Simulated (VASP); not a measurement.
# CsMgAsH11O10 (a cell with a defect) in VASP: notebook, part 2 of 2

VASP 6.6.1. The steps go on from the part before.

## Step 3: Single point, PBEsol

File INCAR:

```
PREC = Accurate
ENCUT = 520
EDIFF = 1E-6
ISMEAR = -1
SIGMA = 0.05
LREAL = F
LASPH = T
NELM = 120
ALGO = Normal
ISIF = 2
LWAVE = F
LCHARG = T
GGA = PS
LELF = T
LVHAR = T
NELECT = 88.0
NBANDS = 62
GGA_COMPAT = F
```

File KPOINTS:

```
Automatic mesh
0
Gamma
  2 2 2
```

File POSCAR:

```
CsMgAsH11O10
1.0
    0.0000000000      5.1820590000      5.1820590000
    5.1820590000      0.0000000000      5.1820590000
    5.1820590000      5.1820590000      0.0000000000
Cs Mg H As O
1 1 11 1 10
Direct
    0.7236312825      0.6924467668      0.7936613612
   -0.0443163615      0.0373114239      0.0036761449
    0.9134689512      0.2836227839      0.2969186572
    0.9144241700      0.3051489765      0.6052806423
    0.1979811500      0.8799108617      0.5695708984
    0.3458663825      0.8416538677      0.1065599600
    0.7127379291      0.2175486616      0.2916890757
    0.1426363536      0.8918366232      0.2517049690
    0.2498717209      0.7155939367      0.8201469725
    0.8272290995      0.6749344228      0.3440234856
    0.1665457688      0.2891225283      0.7403717325
    0.4047715397      0.1699806969      0.8019302752
    0.6420806865      0.8586548320      0.2217265377
    0.2710409125      0.2855332214      0.2007406708
    0.8749900377      0.1821959186      0.2437351640
    0.8364435835      0.3050910845      0.7978295886
    0.1737436799      0.8531647363      0.7457749902
    0.2226431617      0.8027793586      0.1691123162
    0.8128139799      0.7920886273      0.1835660304
    0.2570310373      0.1561252004      0.8403319993
    0.3741080524      0.3282382543      0.3325994552
    0.9781343671      0.3970140054      0.3454707868
    0.3012895067      0.4294624974      0.9277586380
    0.3340853510      0.9850235206      0.2944100019
```

Potentials or basis: VASP PAW PBE potentials, release 64 (Cs_sv, Mg, H, As, O).

On the command line:

```bash
$ cat potpaw_PBE.64/Cs_sv/POTCAR potpaw_PBE.64/Mg/POTCAR potpaw_PBE.64/H/POTCAR potpaw_PBE.64/As/POTCAR potpaw_PBE.64/O/POTCAR > POTCAR
$ mpirun -np 1 vasp_std > vasp.out
```

It took 4.7 min on 1 thread of Intel Xeon Platinum 8488C (Sapphire Rapids), shared host; peak memory 0.49 GiB.

It converged, with:

* Free energy: -120.9535 eV
* Largest force: 7.413 eV/Å

Forces on the atoms (eV/Å):
```
Cs   0.456  0.041  0.203
Mg  -0.937  0.869  0.828
H   -0.081 -0.404 -0.281
H    2.629  1.293 -0.759
H    1.887  2.517  0.431
H   -0.779  1.523  4.086
H    0.676 -0.370 -0.167
H    6.391  0.218 -0.031
H   -2.703  3.963 -2.420
H   -1.938 -2.100  1.329
H   -0.734  1.580  0.143
H    1.016 -1.603 -1.105
H    0.050  0.019  0.232
As   0.925  1.448 -0.674
O    0.143  0.158 -0.171
O   -3.253 -1.642  1.183
O    1.223 -6.671  2.455
O   -5.121 -2.024 -4.963
O    2.528  0.628 -1.280
O   -0.644 -0.780  1.054
O   -0.930  0.446  0.586
O   -1.118  0.662 -1.952
O   -0.123  0.776  0.083
O    0.438 -0.548  1.190
```

Levels at points of the mesh, in eV from the Fermi level:
```tsv
k point	band 41	band 42	band 43	band 44	band 45	band 46	band 47	band 48
(0.00, 0.00, 0.00)	-1.78	-1.56	-1.48	-1.22	1.32	3.54	3.85	4.12
(0.50, 0.00, 0.00)	-1.84	-1.64	-1.46	-1.22	2.61	2.87	4.05	4.22
(0.00, 0.50, 0.00)	-1.85	-1.57	-1.51	-1.28	2.66	2.85	3.96	4.09
(0.00, 0.00, 0.50)	-1.82	-1.63	-1.49	-1.28	2.63	3.18	3.94	4.20
(0.50, 0.50, 0.50)	-1.90	-1.61	-1.51	-1.35	2.55	3.06	4.03	4.35
(0.50, 0.50, 0.00)	-1.86	-1.63	-1.48	-1.27	2.67	3.58	3.85	4.19
(0.00, 0.50, 0.50)	-1.78	-1.63	-1.50	-1.33	2.85	3.50	3.64	4.31
(0.50, 0.00, 0.50)	-1.78	-1.61	-1.54	-1.31	2.86	3.51	3.69	4.01
```

Caveat: the k points lie up to 0.53 Å⁻¹ apart; the cell carries a net charge on a neutralising background, which shifts energy and pressure; the cell is charged against a uniform background, so pressure and absolute levels hang on convention; the atoms stand as in a frame of molecular dynamics; the PAW data sets were made with another functional, which shifts forces and pressure a little; spin-orbit coupling is left out, which moves the levels of the heavy elements.

## Step 4: Single point, PBEsol

File INCAR:

```
PREC = Accurate ; ENCUT = 520
EDIFF = 1E-6 ; ISMEAR = -1
SIGMA = 0.05 ; LREAL = F
LASPH = T ; NELM = 120
ALGO = Normal ; ISIF = 2
LWAVE = F ; LCHARG = F
GGA = PS ; NBANDS = 62
NELECT = 88.0 ; GGA_COMPAT = F
```

KPOINTS is that of step 3.

File POSCAR:

```
CsMgAsH11O10
1.0
    0.0000000000      5.1820590000      5.1820590000
    5.1820590000      0.0000000000      5.1820590000
    5.1820590000      5.1820590000      0.0000000000
Cs Mg H As O
1 1 11 1 10
Direct
    0.7186911612      0.6918099543      0.7817548970
   -0.0246813091      0.0315511653     -0.0055383391
    0.8700113218      0.2250746277      0.3231630516
    0.9426947860      0.2565582522      0.6182291633
    0.2128980006      0.9995158295      0.5906821979
    0.2083148802      0.6316215234      0.1647028720
    0.6469339697      0.1892394510      0.2872892802
    0.3338441342      0.8373312616      0.1637958966
    0.2156864675      0.7446267980      0.6880276739
    0.8333463590      0.6804341672      0.1789153694
    0.2860156552      0.2131102714      0.7263039653
    0.2411686166      0.2685708519      0.9428974082
    0.5279465170      0.9044184947      0.2404160200
    0.2711470479      0.2859481144      0.2308155889
    0.8002224598      0.1679255292      0.2895760160
    0.8909778912      0.2833815671      0.7538509307
    0.1895868032      0.8843685493      0.7284459710
    0.2648754096      0.7553368265      0.1240047634
    0.7294108384      0.8431494122      0.2162171446
    0.2344145445      0.1753646572      0.8762829601
    0.4445144295      0.3110925599      0.3001123685
    0.9885259894      0.4127702907      0.3231919976
    0.3160519786      0.4064986524      0.9477506914
    0.3299074750      1.0146353023      0.3011930200
```

Potentials or basis: VASP PAW PBE potentials, release 64 (Cs_sv, Mg, H, As, O).

On the command line:

```bash
$ cat potpaw_PBE.64/Cs_sv/POTCAR potpaw_PBE.64/Mg/POTCAR potpaw_PBE.64/H/POTCAR potpaw_PBE.64/As/POTCAR potpaw_PBE.64/O/POTCAR > POTCAR
$ mpirun -np 1 vasp_std > vasp.out
```

OUTCAR:

```text
PREC = Accurate
   ENCUT = 520
   EDIFF = 1E-6
   ISMEAR = -1
   LREAL = F
   LASPH = T
   NELM = 120
   ISIF = 2
   GGA = PS
   NELECT = 88.0

 ion  position               nearest neighbor table
   1  0.719  0.692  0.782-
   2  0.975  0.032  0.994-  16 1.90  17 2.19  20 2.22  19 2.26  18 2.30  15 2.33
   3  0.870  0.225  0.323-  15 0.97
   4  0.943  0.257  0.618-  16 0.96
   5  0.213  1.000  0.591-  17 0.94
   6  0.208  0.632  0.165-  18 1.03
[... 715 lines left out ...]
  Total        3.5828918     10.1513357      4.5117776     -1.2930584     -7.9658157     -5.3894163
  in kB       20.6256300     58.4381850     25.9729457     -7.4437481    -45.8568035    -31.0252476
  external PRESSURE =      35.0122535 kB  Pullay stress =       0.0000000 kB

 VOLUME and BASIS-vectors are now :
 -----------------------------------------------------------------------------
  energy-cutoff  :      520.00
  volume of cell :      278.32
      direct lattice vectors                 reciprocal lattice vectors
     0.000000000  5.182059000  5.182059000    -0.096486744  0.096486744  0.096486744
     5.182059000  0.000000000  5.182059000     0.096486744 -0.096486744  0.096486744
     5.182059000  5.182059000  0.000000000     0.096486744  0.096486744 -0.096486744

 POSITION                                       TOTAL-FORCE (eV/Angst)
 -----------------------------------------------------------------------------------
      7.63610      7.77540      7.30930        -0.208564     -0.266718      0.015781
      5.31686     10.20752      5.21766         0.517376      0.997596      0.090658
      2.84100      6.18310      5.67480         0.926440     -0.343840      0.379402
      4.53320      8.08880      6.21460        -0.327571     -1.144919      0.193773
      8.24050      4.16420      6.28280        -0.827761     -1.448959      1.439240
      4.12660      1.93300      4.35260         1.425290      1.623377      1.758351
[... 16 lines left out ...]
      7.01780      6.54910      3.74430         0.441223      0.532219      0.358532
      1.63664      3.27040      1.78544        -2.630610      0.578711     -2.864134
 -----------------------------------------------------------------------------------
    total drift:                               -0.000131     -0.000438     -0.000462

  FREE ENERGIE OF THE ION-ELECTRON SYSTEM (eV)
  ---------------------------------------------------
  free  energy   TOTEN  =      -120.3764861396 eV

  energy  without entropy=     -120.3764861395  energy(sigma->0) =     -120.37648614
```

OSZICAR:

```text
N       E                     dE             d eps       ncg     rms          rms(c)
DAV:   1     0.564954029931E+03    0.56495E+03   -0.43140E+04  1000   0.127E+03
DAV:   2    -0.835989772353E+02   -0.64855E+03   -0.62796E+03  1264   0.289E+02
DAV:   3    -0.136356060430E+03   -0.52757E+02   -0.52443E+02  1184   0.878E+01
DAV:   4    -0.137048293900E+03   -0.69223E+00   -0.69077E+00  1216   0.111E+01
DAV:   5    -0.137058889227E+03   -0.10595E-01   -0.10592E-01  1208   0.129E+00    0.239E+01
DAV:   6    -0.120760815495E+03    0.16298E+02   -0.56952E+01  1138   0.321E+01    0.939E+00
DAV:   7    -0.120619473171E+03    0.14134E+00   -0.45063E+00  1144   0.854E+00    0.524E+00
DAV:   8    -0.120395517462E+03    0.22396E+00   -0.57595E-01  1168   0.353E+00    0.165E+00
DAV:   9    -0.120360146154E+03    0.35371E-01   -0.96560E-02  1240   0.182E+00    0.373E-01
DAV:  10    -0.120369561721E+03   -0.94156E-02   -0.37527E-02  1144   0.805E-01    0.261E-01
DAV:  11    -0.120374015655E+03   -0.44539E-02   -0.55147E-03  1170   0.367E-01    0.105E-01
DAV:  12    -0.120376187272E+03   -0.21716E-02   -0.21775E-03  1100   0.198E-01    0.483E-02
DAV:  13    -0.120376390779E+03   -0.20351E-03   -0.34359E-04  1232   0.860E-02    0.205E-02
DAV:  14    -0.120376462535E+03   -0.71755E-04   -0.72411E-05  1090   0.379E-02    0.119E-02
DAV:  15    -0.120376482671E+03   -0.20136E-04   -0.16406E-05  1152   0.192E-02    0.530E-03
DAV:  16    -0.120376485393E+03   -0.27218E-05   -0.39289E-06  1136   0.916E-03    0.260E-03
DAV:  17    -0.120376486140E+03   -0.74687E-06   -0.96855E-07   804   0.547E-03
   1 F= -.12037649E+03 E0= -.12037649E+03  d E =-.136651E-09
```

Wall time 4.4 min (1 thread of Intel Xeon Platinum 8488C (Sapphire Rapids), shared host); peak memory 0.51 GiB.

Results:

- Free energy: -120.3765 eV
- Largest force: 5.348 eV/Å

Forces on the atoms (eV/Å):
```
Cs  -0.209 -0.267  0.016
Mg   0.517  0.998  0.091
H    0.926 -0.344  0.379
H   -0.328 -1.145  0.194
H   -0.828 -1.449  1.439
H    1.425  1.623  1.758
H    1.763  0.010  0.542
H   -1.398 -1.584 -3.689
H    3.386  0.818  2.119
H    3.599 -0.326  0.651
H   -2.516 -2.666  2.854
H   -0.658 -0.553  1.305
H    0.330  1.426  1.509
As   0.184 -2.786  2.497
O   -3.370  1.337  0.115
O    1.189  0.706 -0.603
O   -2.528  1.691 -4.399
O    1.506 -0.922  1.854
O   -3.734 -0.060 -0.602
O    2.210  2.661 -3.983
O    0.758 -0.698 -1.259
O   -0.035  0.419 -0.282
O    0.441  0.532  0.359
O   -2.631  0.579 -2.864
```

Levels at points of the mesh, in eV from the Fermi level:
| k point | band 42 | band 43 | band 44 | band 45 | band 46 | band 47 |
| --- | --- | --- | --- | --- | --- | --- |
| (0.00, 0.00, 0.00) | -1.87 | -1.53 | -1.25 | 1.10 | 3.20 | 4.04 |
| (0.50, 0.00, 0.00) | -1.98 | -1.55 | -1.24 | 1.98 | 3.29 | 3.40 |
| (0.00, 0.50, 0.00) | -1.86 | -1.53 | -1.22 | 2.28 | 2.73 | 3.19 |
| (0.00, 0.00, 0.50) | -1.91 | -1.55 | -1.27 | 1.84 | 2.93 | 3.98 |
| (0.50, 0.50, 0.50) | -1.93 | -1.56 | -1.22 | 2.36 | 2.61 | 3.52 |
| (0.50, 0.50, 0.00) | -1.97 | -1.55 | -1.21 | 2.49 | 2.80 | 3.35 |
| (0.00, 0.50, 0.50) | -1.91 | -1.53 | -1.26 | 2.44 | 2.59 | 3.55 |
| (0.50, 0.00, 0.50) | -1.92 | -1.62 | -1.21 | 2.27 | 3.12 | 3.81 |

Caveat: the k points lie up to 0.53 Å⁻¹ apart; the cell carries a net charge on a neutralising background, which shifts energy and pressure; the cell is charged against a uniform background, so pressure and absolute levels hang on convention; the atoms stand as in a frame of molecular dynamics; the PAW data sets were made with another functional, which shifts forces and pressure a little; spin-orbit coupling is left out, which moves the levels of the heavy elements.

## Step 5: Molecular dynamics, PBEsol

File INCAR:

```
SYSTEM = CsMgAsH11O10
PREC = Normal
ENCUT = 440
EDIFF = 1E-5
ISMEAR = -1
SIGMA = 0.05
LREAL = .FALSE.
LASPH = .TRUE.
NELM = 120
ALGO = Normal
ISIF = 2
LWAVE = .FALSE.
LCHARG = .FALSE.
GGA = PS
NELECT = 88.0
IBRION = 0
NSW = 40
POTIM = 0.5
TEBEG = 1170.0
TEEND = 1170.0
ISYM = 0
NELMIN = 4
RANDOM_SEED = 351738 0 0
MDALGO = 1
ANDERSEN_PROB = 0.0
GGA_COMPAT = .FALSE.
MAXMIX = 40
```

File KPOINTS:

```
Automatic mesh
0
G
  2 2 2
  0 0 0
```

File POSCAR:

```
CsMgAsH11O10
1.0
    0.0000000000      5.1820590000      5.1820590000
    5.1820590000      0.0000000000      5.1820590000
    5.1820590000      5.1820590000      0.0000000000
Cs Mg H As O
1 1 11 1 10
Direct
    0.7312039100      0.7043201300      0.8190358900
   -0.0066808800      0.0151779900     -0.0114018200
    0.8485100400      0.3473826000      0.1721038500
    0.7973519100      0.1872590400      0.7267197300
    0.2013380700      0.9095745600      0.6687861900
    0.3200495900      0.6676543100      0.2847494200
    0.5596663200      0.3106986900      0.1950002100
    0.1695507100      0.9624266000      0.2267002700
    0.2312872000      0.5895902700      0.8201656500
    0.8427526600      0.6108669500      0.3161450900
    0.3754273400      0.1582061100      0.4993392000
    0.1460062000      0.2634199400      0.7439784800
    0.6394921300      0.8910075800      0.2805247700
    0.2660315900      0.2825892300      0.2041466300
    0.7921022700      0.2461296600      0.1712530600
    0.7641624500      0.2819725500      0.8501909800
    0.1246278000      0.8365041900      0.8018516300
    0.1624405400      0.8283974000      0.2537962200
    0.8116045100      0.7640219100      0.1907256100
    0.3007474600      0.1536139300      0.6940962700
    0.4107449000      0.3430634600      0.2737039500
    0.9928906300      0.3201734000      0.3299890300
    0.3065236400      0.4194594100      0.9193104500
    0.4271090300      1.0011951400      0.1991447700
```

On the command line:

```bash
$ cat potpaw_PBE.64/Cs_sv/POTCAR potpaw_PBE.64/Mg/POTCAR potpaw_PBE.64/H/POTCAR potpaw_PBE.64/As/POTCAR potpaw_PBE.64/O/POTCAR > POTCAR
$ mpirun -np 1 vasp_std > vasp.out
```

It took 35 min on 1 thread of Intel Xeon Platinum 8488C (Sapphire Rapids), shared host; peak memory 0.42 GiB.

Step by step:
| step | potential energy change (eV) | largest force (eV/Å) | pressure (GPa) | volume (Å³) | temperature (K) |
| --- | --- | --- | --- | --- | --- |
| 1 | 0.0000 | 7.7329 | 0.06 | 278.32 | 1223 |
| 2 | -0.5654 | 7.3081 | -0.14 | 278.32 | 1408 |
| 3 | -1.1809 | 6.7410 | -0.16 | 278.32 | 1613 |
| 4 | -1.7256 | 7.1100 | 0.15 | 278.32 | 1796 |
| 5 | -2.2061 | 8.5998 | 0.74 | 278.32 | 1959 |
| 6 | -2.6616 | 8.4357 | 1.57 | 278.32 | 2110 |
| 7 | -3.0143 | 6.4779 | 2.54 | 278.32 | 2224 |
| 8 | -3.1093 | 9.9081 | 3.65 | 278.32 | 2257 |
| 9 | -3.0530 | 14.7443 | 4.64 | 278.32 | 2247 |
| 10 | -3.2416 | 14.2592 | 4.99 | 278.32 | 2310 |
| 11 | -3.6924 | 10.4063 | 4.69 | 278.32 | 2455 |
| 12 | -4.0941 | 9.9699 | 3.99 | 278.32 | 2588 |
| 13 | -4.2732 | 8.0057 | 3.23 | 278.32 | 2646 |
| 14 | -4.1153 | 8.4265 | 2.61 | 278.32 | 2593 |
| 15 | -3.6157 | 11.4138 | 2.21 | 278.32 | 2430 |
| 16 | -2.9703 | 12.0256 | 1.86 | 278.32 | 2218 |
| 17 | -2.3955 | 9.7607 | 1.40 | 278.32 | 2027 |
| 18 | -2.0035 | 10.7472 | 0.68 | 278.32 | 1896 |
| 19 | -1.8218 | 9.4694 | -0.20 | 278.32 | 1833 |
| 20 | -1.7495 | 6.3516 | -1.10 | 278.32 | 1806 |
| 21 | -1.6576 | 5.4905 | -1.75 | 278.32 | 1776 |
| 22 | -1.5141 | 5.2787 | -2.11 | 278.32 | 1728 |
| 23 | -1.3550 | 5.0601 | -2.11 | 278.32 | 1676 |
| 24 | -1.2257 | 4.8176 | -1.82 | 278.32 | 1633 |
| 25 | -1.1720 | 4.5035 | -1.30 | 278.32 | 1616 |
| 26 | -1.2579 | 6.0416 | -0.67 | 278.32 | 1647 |
| 27 | -1.5495 | 7.2963 | -0.08 | 278.32 | 1744 |
| 28 | -2.0181 | 6.8430 | 0.47 | 278.32 | 1896 |
| 29 | -2.4492 | 4.9293 | 1.12 | 278.32 | 2034 |
| 30 | -2.5526 | 6.6250 | 2.03 | 278.32 | 2066 |
| 31 | -2.3087 | 11.9985 | 3.07 | 278.32 | 1996 |
| 32 | -2.2391 | 14.8434 | 3.63 | 278.32 | 1984 |
| 33 | -2.8192 | 12.5165 | 3.26 | 278.32 | 2168 |
| 34 | -3.6143 | 7.8397 | 2.35 | 278.32 | 2419 |
| 35 | -3.8779 | 4.0654 | 1.77 | 278.32 | 2503 |
| 36 | -3.3933 | 7.5809 | 1.82 | 278.32 | 2348 |
| 37 | -2.4970 | 10.7891 | 2.19 | 278.32 | 2060 |
| 38 | -1.7565 | 11.4963 | 2.31 | 278.32 | 1818 |
| 39 | -1.4755 | 9.1240 | 1.87 | 278.32 | 1720 |
| 40 | -1.5266 | 6.8621 | 1.04 | 278.32 | 1732 |

Caveat: the k points lie up to 0.53 Å⁻¹ apart; the cell carries a net charge on a neutralising background, which shifts energy and pressure; the cell is charged against a uniform background, so pressure and absolute levels hang on convention; the cutoff is under 1.25 times the usual one of these potentials, so pressure, stress and relaxed cells hold a basis-set (Pulay) error; the PAW data sets were made with another functional, which shifts forces and pressure a little; spin-orbit coupling is left out, which moves the levels of the heavy elements.
